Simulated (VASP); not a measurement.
# Y3Al2N5 (I4/mmm) in VASP: single point with PBE

Aim: the single point of Y3Al2N5 with PBE.

Everything below comes from runs of VASP 6.6.1. Logs are shortened: lines on timing, memory, paths and dates and some standing lists are left out, and cuts for length are marked.

## 1. The cell of the first run

Symmetry: I4/mmm, No. 139, tetragonal system. The conventional cell has a = 3.344 Å, b = 3.344 Å, c = 22.981 Å, α = 90.00°, β = 90.00°, γ = 90.00°. Within 2.9 Å of Y (site symmetry 4mm) lie 6 N at 2.20 to 2.67 Å. Within 3.0 Å of Y (site symmetry 4/mmm) lie 6 N at 2.26 to 2.36 Å. Within 2.8 Å of Al (site symmetry 4mm) lie 6 N at 2.10 to 2.36 Å. Within 2.8 Å of N (site symmetry 4mm) lie 1 Al at 2.10 Å and 5 Y at 2.37 to 2.67 Å. Within 2.9 Å of N (site symmetry 4mm) lie 2 Y at 2.20 to 2.26 Å and 4 Al at 2.36 Å. Within 3.0 Å of N (site symmetry 4/mmm) lie 2 Al at 2.26 Å and 4 Y at 2.36 Å.

## 2. Single point, PBE

The input, INCAR:

```
SYSTEM = Y3Al2N5
  PREC = Accurate
  ENCUT = 520
  EDIFF = 1E-7
  ISMEAR = 0
  SIGMA = 0.1
  LREAL = .FALSE.
  LASPH = .TRUE.
  NELM = 80
  ALGO = Normal
  ISIF = 2
  LWAVE = .FALSE.
  LCHARG = .FALSE.
  GGA = PE
  NBANDS = 43
```

The input, KPOINTS:

```
Automatic mesh
0
G
  8 8 8
  0 0 0
```

The input, POSCAR:

```
Y3Al2N5
1.0
   -1.6721034705      1.6721034705     11.4902969436
    1.6721034705     -1.6721034705     11.4902969436
    1.6721034705      1.6721034705    -11.4902969436
Y Al N
3 2 5
Direct
    0.6940406340      0.6940406340      0.0000000000
    0.3059593660      0.3059593660      0.0000000000
    0.5000000000      0.5000000000      0.0000000000
    0.9015806347      0.9015806347      0.0000000000
    0.0984193653      0.0984193653      0.0000000000
    0.8101309448      0.8101309448      0.0000000000
    0.4017336664      0.4017336664      0.0000000000
    0.0000000000      0.0000000000      0.0000000000
    0.5982663336      0.5982663336      0.0000000000
    0.1898690552      0.1898690552      0.0000000000
```

Potentials or basis: VASP PAW PBE potentials, release 64 (Y_sv, Al, N).

Run with:

```
$ cat potpaw_PBE.64/Y_sv/POTCAR potpaw_PBE.64/Al/POTCAR potpaw_PBE.64/N/POTCAR > POTCAR
$ mpirun -np 1 vasp_std > vasp.out
```

OUTCAR:

```text
SYSTEM = Y3Al2N5
   PREC = Accurate
   ENCUT = 520
   EDIFF = 1E-7
   ISMEAR = 0
   LREAL = .FALSE.
   LASPH = .TRUE.
   NELM = 80
   ISIF = 2
   GGA = PE

 ion  position               nearest neighbor table
   1  0.694  0.694  0.000-   9 2.20  10 2.37  10 2.37  10 2.37  10 2.37   6 2.67   5 3.23   5 3.23
                             5 3.23   5 3.23   2 3.49   2 3.49   2 3.49   2 3.49
   2  0.306  0.306  0.000-   7 2.20   6 2.37   6 2.37   6 2.37   6 2.37  10 2.67   4 3.23   4 3.23
                             4 3.23   4 3.23   1 3.49   1 3.49   1 3.49   1 3.49
   3  0.500  0.500  0.000-   7 2.26   9 2.26   8 2.36   8 2.36   8 2.36   8 2.36   5 3.27   5 3.27
                             4 3.27   4 3.27   4 3.27   5 3.27   4 3.27   5 3.27
   4  0.902  0.902  0.000-   6 2.10   8 2.26   7 2.36   7 2.36   7 2.36   7 2.36   2 3.23   2 3.23
                             2 3.23   2 3.23   3 3.27   3 3.27   3 3.27   3 3.27
   5  0.098  0.098  0.000-  10 2.10   8 2.26   9 2.36   9 2.36   9 2.36   9 2.36   1 3.23   1 3.23
                             1 3.23   1 3.23   3 3.27   3 3.27   3 3.27   3 3.27
   6  0.810  0.810  0.000-   4 2.10   2 2.37   2 2.37   2 2.37   2 2.37   1 2.67
   7  0.402  0.402  0.000-   2 2.20   3 2.26   4 2.36   4 2.36   4 2.36   4 2.36
   8  0.000  0.000  0.000-   4 2.26   5 2.26   3 2.36   3 2.36   3 2.36   3 2.36
   9  0.598  0.598  0.000-   1 2.20   3 2.26   5 2.36   5 2.36   5 2.36   5 2.36
  10  0.190  0.190  0.000-   5 2.10   1 2.37   1 2.37   1 2.37   1 2.37   2 2.67

  LATTYP: Found a body centered tetragonal cell.
 ALAT       =     3.3442069410
 C/A-ratio  =     6.8717619133

  Lattice vectors:

 A1 = (  -1.6721034705,   1.6721034705,  11.4902969436)
 A2 = (   1.6721034705,  -1.6721034705,  11.4902969436)
 A3 = (   1.6721034705,   1.6721034705, -11.4902969436)

Analysis of symmetry for initial positions (statically):
=====================================================================
 Subroutine PRICEL returns:
 Original cell was already a primitive cell.

 Routine SETGRP: Setting up the symmetry group for a
 body centered tetragonal supercell.

 Subroutine GETGRP returns: Found 16 space group operations
 (whereof 16 operations were pure point group operations)
 out of a pool of 16 trial point group operations.

The static configuration has the point symmetry D_4h.

Analysis of symmetry for dynamics (positions and initial velocities):
=====================================================================
 Subroutine PRICEL returns:
 Original cell was already a primitive cell.

 Routine SETGRP: Setting up the symmetry group for a
 body centered tetragonal supercell.

 Subroutine GETGRP returns: Found 16 space group operations
 (whereof 16 operations were pure point group operations)
 out of a pool of 16 trial point group operations.

The dynamic configuration has the point symmetry D_4h.

 Subroutine INISYM returns: Found 16 space group operations
[... 130 lines left out ...]
   IALGO  =     38    algorithm
   IMIX   =      4    mixing-type and parameters
     AMIX     =   0.40;   BMIX     =  1.00
     AMIX_MAG =   1.60;   BMIX_MAG =  1.00
  volume/ion in A,a.u.               =      12.85        86.72
  Fermi-wavevector in a.u.,A,eV,Ry     =   1.297664  2.452230 22.911289  1.683932
  Thomas-Fermi vector in A             =   2.429042
   LORBIT       =      0    0 simple, 1 ext, 2 COOP (PROOUT), +10 PAW based schemes
   GGA     = PE    functional components
   LHFCALC =     F    Hartree Fock is set to
   AEXX    =    0.0000 exact exchange contribution
   IVDW    =     0    specifies the selected vdW correction
   LEPSILON=     F    determine dielectric tensor
   LRPA    =     F    only Hartree local field effects (RPA)
 non-spin polarized calculation
 Gauss-broadening in eV      SIGMA  =   0.10
  energy-cutoff  :      520.00
  volume of cell :      128.50
 maximum number of plane-waves:      3478
 NGX is ok and might be reduce to    90
   NGX = 43   NGY = 43   NGZ = 43

 number of electron      63.9999999 magnetization

 Free energy of the ion-electron system (eV)
  ---------------------------------------------------
  ext. energy  EPLUGINS =         0.00000000
  ---------------------------------------------------
  free energy    TOTEN  =       -80.15802724 eV

  energy without entropy =      -80.15802133  energy(sigma->0) =      -80.15802429

 E-fermi :   5.6153     XC(G=0): -11.2597

 val. band max:        5.3826410040   @ k =   0.0000   0.0000   0.0000
 cond. band min:       5.8490859584   @ k =   0.5000   0.5000   0.5000
 fundamental gap:      0.4664449544
 Fermi energy:         5.6153033191

 k-point     1 :       0.0000    0.0000    0.0000
  band No.  band energies     occupation
      1     -35.3618      2.00000
      2     -35.2907      2.00000
      3     -34.7404      2.00000
      4     -15.9049      2.00000
      5     -15.5497      2.00000
      6     -15.2440      2.00000
[... 1093 lines left out ...]
     42      12.1619      0.00000
     43      12.5084      0.00000

 [... further k-points ...]

------------------------ aborting loop because EDIFF is reached ----------------------------------------

  FORCE on cell =-STRESS in cart. coord.  units (eV):
  Direction    XX          YY          ZZ          XY          YZ          ZX
  --------------------------------------------------------------------------------------
  -------------------------------------------------------------------------------------
  Total       -0.4183764     -0.4183764     -0.4459842      0.0000000      0.0000000      0.0000000
  in kB       -5.2162722     -5.2162722     -5.5604833      0.0000000      0.0000000      0.0000000
  external PRESSURE =      -5.3310092 kB  Pullay stress =       0.0000000 kB

 VOLUME and BASIS-vectors are now :
 -----------------------------------------------------------------------------
  energy-cutoff  :      520.00
  volume of cell :      128.50
      direct lattice vectors                 reciprocal lattice vectors
    -1.672103470  1.672103470 11.490296944     0.000000000  0.299024557  0.043514976
     1.672103470 -1.672103470 11.490296944     0.299024557  0.000000000  0.043514976
     1.672103470  1.672103470-11.490296944     0.299024557  0.299024557  0.000000000

 POSITION                                       TOTAL-FORCE (eV/Angst)
 -----------------------------------------------------------------------------------
      0.00000      0.00000     15.94947         0.000000      0.000000     -0.018664
      0.00000      0.00000      7.03113        -0.000000     -0.000000      0.018664
      0.00000      0.00000     11.49030        -0.000000     -0.000000     -0.000000
      0.00000      0.00000     20.71886         0.000000      0.000000      0.007737
      0.00000      0.00000      2.26174         0.000000      0.000000     -0.007737
      0.00000      0.00000     18.61729        -0.000000     -0.000000     -0.010610
      0.00000      0.00000      9.23208         0.000000      0.000000     -0.006038
      0.00000      0.00000      0.00000        -0.000000     -0.000000     -0.000000
      0.00000      0.00000     13.74852        -0.000000     -0.000000      0.006038
      0.00000      0.00000      4.36330         0.000000      0.000000      0.010610
 -----------------------------------------------------------------------------------
    total drift:                                0.000000     -0.000000      0.000000

  FREE ENERGIE OF THE ION-ELECTRON SYSTEM (eV)
  ---------------------------------------------------
  free  energy   TOTEN  =       -80.1580272446 eV

  energy  without entropy=      -80.1580213314  energy(sigma->0) =      -80.15802429
```

stdout:

```text
POSCAR found type information on POSCAR Y AlN
 POSCAR found :  3 types and      10 ions
 scaLAPACK will be used
 LDA part: xc-table for (Slater+PW92), standard interpolation
 POSCAR, INCAR and KPOINTS ok, starting setup
 FFT: planning ... GRIDC
 FFT: planning ... GRID_SOFT
 FFT: planning ... GRID
 WAVECAR not read
 entering main loop
```

Run time: 48 min. Hardware: 1 thread of Intel Xeon 6975P-C (Granite Rapids), shared host; peak memory 1.6 GiB.

Results:

- Free energy: -80.1580 eV
- Pressure: -0.5 GPa
- Largest force: 0.019 eV/Å
- Band gap on the k mesh: 0.47 eV (least direct gap 0.48 eV)

Forces in eV/Å, atoms in the order of the input:
```
Y    0.000  0.000 -0.019
Y    0.000  0.000  0.019
Y    0.000  0.000  0.000
Al   0.000  0.000  0.008
Al   0.000  0.000 -0.008
N    0.000  0.000 -0.011
N    0.000  0.000 -0.006
N    0.000  0.000  0.000
N    0.000  0.000  0.006
N    0.000  0.000  0.011
```

Caveat: semilocal functionals underestimate gaps, and a narrow one can read as zero. A k mesh can miss the band edges.
